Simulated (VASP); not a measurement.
# ZrN (Fm-3m) in VASP: elastic constants with PBE

Aim: the elastic constants of ZrN with PBE.

All numbers are computed with VASP 6.6.1; they aren't measurements. Logs are shortened: lines on timing, memory, paths and dates and some standing lists are left out, and cuts for length are marked.

### 1 The cell of the first run

It takes space group Fm-3m (No. 225, cubic). The conventional cell has a = 4.555 Å, b = 4.555 Å, c = 4.555 Å, α = 90.00°, β = 90.00°, γ = 90.00°. Zr (site symmetry m-3m) has 6 N at 2.28 Å within 3.0 Å. N (site symmetry m-3m) has 6 Zr at 2.28 Å within 3.0 Å.

### 2 Elastic constants, PBE

Contents of INCAR:

```
SYSTEM = ZrN
PREC = Accurate
ENCUT = 600
EDIFF = 1E-8
ISMEAR = -1
SIGMA = 0.15
LREAL = .False.
LASPH = .True.
NELM = 120
ALGO = Normal
ISIF = 3
LWAVE = .False.
LCHARG = .False.
GGA = PE
IBRION = 6
NFREE = 2
POTIM = 0.015
NSW = 1
GGA_COMPAT = .False.
```

Contents of KPOINTS:

```
regular mesh
0
Gamma
  16 16 16
  0 0 0
```

Contents of POSCAR:

```
ZrN
1.0
    0.0000000000      2.2775803261      2.2775803261
    2.2775803261      0.0000000000      2.2775803261
    2.2775803261      2.2775803261      0.0000000000
Zr N
1 1
Direct
    0.0000000000      0.0000000000      0.0000000000
    0.5000000000      0.5000000000      0.5000000000
```

Potentials or basis: VASP PAW PBE potentials, release 64 (Zr_sv, N).

Run with:

```sh
> cat potpaw_PBE.64/Zr_sv/POTCAR potpaw_PBE.64/N/POTCAR > POTCAR
> mpirun -np 1 vasp_std > vasp.out
```

OUTCAR:

```text
SYSTEM = ZrN
   PREC = Accurate
   ENCUT = 600
   EDIFF = 1E-8
   ISMEAR = -1
   LREAL = .False.
   LASPH = .True.
   NELM = 120
   ISIF = 3
   GGA = PE
   IBRION = 6
   NFREE = 2
   POTIM = 0.015
   NSW = 1

 ion  position               nearest neighbor table
   1  0.000  0.000  0.000-   2 2.28   2 2.28   2 2.28   2 2.28   2 2.28   2 2.28
   2  0.500  0.500  0.500-   1 2.28   1 2.28   1 2.28   1 2.28   1 2.28   1 2.28

  LATTYP: Found a face centered cubic cell.
 ALAT       =     4.5551606522

  Lattice vectors:

 A1 = (   0.0000000000,   2.2775803261,   2.2775803261)
 A2 = (   2.2775803261,   0.0000000000,   2.2775803261)
 A3 = (   2.2775803261,   2.2775803261,   0.0000000000)

Analysis of symmetry for initial positions (statically):
=====================================================================
 Subroutine PRICEL returns:
 Original cell was already a primitive cell.

 Routine SETGRP: Setting up the symmetry group for a
 face centered cubic supercell.

 Subroutine GETGRP returns: Found 48 space group operations
 (whereof 48 operations were pure point group operations)
 out of a pool of 48 trial point group operations.

The static configuration has the point symmetry O_h .

Analysis of symmetry for dynamics (positions and initial velocities):
=====================================================================
 Subroutine PRICEL returns:
 Original cell was already a primitive cell.

 Routine SETGRP: Setting up the symmetry group for a
 face centered cubic supercell.

 Subroutine GETGRP returns: Found 48 space group operations
 (whereof 48 operations were pure point group operations)
 out of a pool of 48 trial point group operations.

The dynamic configuration has the point symmetry O_h .

 Subroutine INISYM returns: Found 48 space group operations
 (whereof 48 operations are pure point group operations),
 and found     1 'primitive' translations

----------------------------------------------------------------------------------------

                                     Primitive cell

  volume of cell :      23.6293

  direct lattice vectors                    reciprocal lattice vectors
     0.000000000  2.277580326  2.277580326    -0.219531225  0.219531225  0.219531225
     2.277580326  0.000000000  2.277580326     0.219531225 -0.219531225  0.219531225
     2.277580326  2.277580326  0.000000000     0.219531225  0.219531225 -0.219531225

  length of vectors
     3.220984987  3.220984987  3.220984987     0.380239236  0.380239236  0.380239236

  position of ions in fractional coordinates (direct lattice)
     0.000000000  0.000000000  0.000000000
     0.500000000  0.500000000  0.500000000

  ion indices of the primitive-cell ions
   primitive index   ion index
                 1           1
                 2           2

----------------------------------------------------------------------------------------

 KPOINTS: regular mesh

Automatic generation of k-mesh.
 Grid dimensions read from file:
 generate k-points for:   16   16   16

 Generating k-lattice:

  Cartesian coordinates                     Fractional coordinates (reciprocal lattice)
    -0.013720702  0.013720702  0.013720702     0.062500000  0.000000000  0.000000000
     0.013720702 -0.013720702  0.013720702     0.000000000  0.062500000  0.000000000
     0.013720702  0.013720702 -0.013720702     0.000000000  0.000000000  0.062500000

[... 112 lines left out ...]
  -------------------------------------------------------------------------------------
  Total        1.0561811      1.0561811      1.0561811      0.0000000      0.0000000     -0.0000000
  in kB       71.6139877     71.6139877     71.6139877      0.0000000      0.0000000     -0.0000000
  external PRESSURE =      71.6139877 kB  Pullay stress =       0.0000000 kB
[... 89 lines left out ...]
  FREE ENERGIE OF THE ION-ELECTRON SYSTEM (eV)
  ---------------------------------------------------
  free  energy   TOTEN  =       -20.3558907938 eV

  energy  without entropy=      -20.3097362658  energy(sigma->0) =      -20.33281353

[... ionic steps 4 to 14 ...]

--------------------------------------- Ionic step       15  -------------------------------------------

 number of electron      17.0000000 magnetization

------------------------ aborting loop because EDIFF is reached ----------------------------------------
[... 67 lines left out ...]
--------------------------------------- Ionic step       17  -------------------------------------------

 number of electron      17.0000000 magnetization

 Free energy of the ion-electron system (eV)
  ---------------------------------------------------
  ext. energy  EPLUGINS =         0.00000000
  ---------------------------------------------------
  free energy    TOTEN  =       -20.38098347 eV

  energy without entropy =      -20.33396065  energy(sigma->0) =      -20.35747206

 E-fermi :  12.2286     XC(G=0): -12.6065

 val. band max:       12.2175612975   @ k =   0.1875   0.0625   0.4375
 cond. band min:      12.2310685596   @ k =  -0.4375   0.3125   0.1250
 fundamental gap:      0.0135072621
 Fermi energy:        12.2286352768

 k-point     1 :       0.0000    0.0000    0.0000
  band No.  band energies     occupation
      1     -37.3130      2.00000
      2     -14.9144      2.00000
      3     -14.9140      2.00000
      4     -14.9140      2.00000
      5      -4.1345      2.00000
      6       9.5342      2.00000
      7       9.5342      2.00000
      8       9.5346      2.00000
      9      11.8170      1.87921
     10      11.8212      1.87594
     11      11.8212      1.87594
     12      13.8530      0.00004
[... 331 lines left out ...]
 k-point    24 :      -0.0625    0.0625    0.0000
  band No.  band energies     occupation
      1     -37.2979      2.00000
      2     -15.0417      2.00000
      3     -14.9439      2.00000
      4     -14.9154      2.00000
      5      -3.9181      2.00000
      6       8.6299      2.00000
      7       8.8611      2.00000
      8       9.1984      2.00000
      9      11.9571      1.71872
     10      12.0220      1.59723
     11      12.4021      0.47868
     12      14.2044      0.00000

 [... further k-points ...]

------------------------ aborting loop because EDIFF is reached ----------------------------------------

  FORCE on cell =-STRESS in cart. coord.  units (eV):
  Direction    XX          YY          ZZ          XY          YZ          ZX
  --------------------------------------------------------------------------------------
  -------------------------------------------------------------------------------------
  Total        1.0675458      1.0567859      1.0567859      0.0000000      0.0000000      0.0000000
  in kB       72.3845674     71.6549969     71.6549969      0.0000000      0.0000000      0.0000000
  external PRESSURE =      71.8981871 kB  Pullay stress =       0.0000000 kB
[... 17 lines left out ...]
  FREE ENERGIE OF THE ION-ELECTRON SYSTEM (eV)
  ---------------------------------------------------
  free  energy   TOTEN  =       -20.3809834667 eV

  energy  without entropy=      -20.3339606507  energy(sigma->0) =      -20.35747206

 INTERNAL STRAIN TENSORS FROM STRAINED CELLS
 ============================================

 INTERNAL STRAIN TENSOR FOR ION    1 for displacements in x,y,z  (eV/Angst):
          X           Y           Z          XY          YZ          ZX
  --------------------------------------------------------------------------------
  x     0.00000     0.00000     0.00000     0.00000    -0.00000     0.00000
  y    -0.00000     0.00000    -0.00000     0.00000     0.00000    -0.00000
  z     0.00000     0.00000     0.00000    -0.00000    -0.00000     0.00000

 INTERNAL STRAIN TENSORS FROM DISPLACED ATOMS
 ============================================

 INTERNAL STRAIN TENSOR FOR ION    1 for displacements in x,y,z  (eV/Angst):
          X           Y           Z          XY          YZ          ZX
  --------------------------------------------------------------------------------
  x     0.00000     0.00000     0.00000     0.00000     0.00000     0.00000
  y     0.00000     0.00000     0.00000     0.00000     0.00000     0.00000
  z     0.00000     0.00000     0.00000     0.00000     0.00000     0.00000

 INTERNAL STRAIN TENSOR FOR ION    2 for displacements in x,y,z  (eV/Angst):
          X           Y           Z          XY          YZ          ZX
  --------------------------------------------------------------------------------
  x     0.00000     0.00000     0.00000     0.00000     0.00000     0.00000
  y     0.00000     0.00000     0.00000     0.00000     0.00000     0.00000
  z     0.00000     0.00000     0.00000     0.00000     0.00000     0.00000

 Eigenvectors and eigenvalues of the dynamical matrix
 ----------------------------------------------------

   1 f  =   15.039102 THz    94.493467 2PiTHz  501.650460 cm-1    62.196702 meV
             X         Y         Z           dx          dy          dz
      0.000000  0.000000  0.000000    -0.203173   -0.302976   -0.000000
      2.277580  2.277580  2.277580     0.518574    0.773310   -0.000000
[... 21 lines left out ...]
   6 f/i=    0.000344 THz     0.002161 2PiTHz    0.011470 cm-1     0.001422 meV
             X         Y         Z           dx          dy          dz
      0.000000  0.000000  0.000000     0.724965   -0.480357    0.332581
      2.277580  2.277580  2.277580     0.284034   -0.188199    0.130302

--------------------------------------------------------------------------------------------------------

 ELASTIC MODULI CONTR FROM IONIC RELAXATION (kBar)
 Direction    XX          YY          ZZ          XY          YZ          ZX
 --------------------------------------------------------------------------------
 XX           0.0000      0.0000      0.0000      0.0000      0.0000      0.0000
 YY           0.0000      0.0000      0.0000      0.0000      0.0000      0.0000
 ZZ           0.0000      0.0000      0.0000      0.0000      0.0000      0.0000
 XY           0.0000      0.0000      0.0000      0.0000      0.0000      0.0000
 YZ           0.0000      0.0000      0.0000      0.0000      0.0000      0.0000
 ZX           0.0000      0.0000      0.0000      0.0000      0.0000      0.0000
 --------------------------------------------------------------------------------

 TOTAL ELASTIC MODULI (kBar)
 Direction    XX          YY          ZZ          XY          YZ          ZX
 --------------------------------------------------------------------------------
 XX        5929.5458   1119.0178   1119.0178     -0.0000     -0.0000      0.0000
 YY        1119.0178   5929.5458   1119.0178     -0.0000     -0.0000      0.0000
 ZZ        1119.0178   1119.0178   5929.5458     -0.0000     -0.0000      0.0000
 XY          -0.0000     -0.0000     -0.0000   1248.1857      0.0000      0.0000
 YZ          -0.0000     -0.0000     -0.0000      0.0000   1248.1857      0.0000
 ZX           0.0000      0.0000      0.0000      0.0000      0.0000   1248.1857
 --------------------------------------------------------------------------------
```

It took 45 min on 1 thread of AMD EPYC 7R13 (Zen 3), shared host; peak memory 0.71 GiB.

What came out:

```
Elastic constants C11, C12, C44 : 593, 112, 125 GPa
Voigt bulk modulus              : 272 GPa
Highest phonon frequency at Γ   : 502 cm⁻¹
```

Phonon frequencies in cm⁻¹ (negative: imaginary):
```tsv
q point	frequencies
(0.000, 0.000, 0.000)	0 0 0 502 502 502
```

Elastic tensor in Voigt notation (GPa, in the Cartesian axes of the cell as first typed):
```
593 112 112   0   0   0
112 593 112   0   0   0
112 112 593   0   0   0
  0   0   0 125   0   0
  0   0   0   0 125   0
  0   0   0   0   0 125
```

Clamped-ion elastic tensor (GPa):
```
593 112 112   0   0   0
112 593 112   0   0   0
112 112 593   0   0   0
  0   0   0 125   0   0
  0   0   0   0 125   0
  0   0   0   0   0 125
```

Caveat: the cell is under stress, which shifts elastic constants.
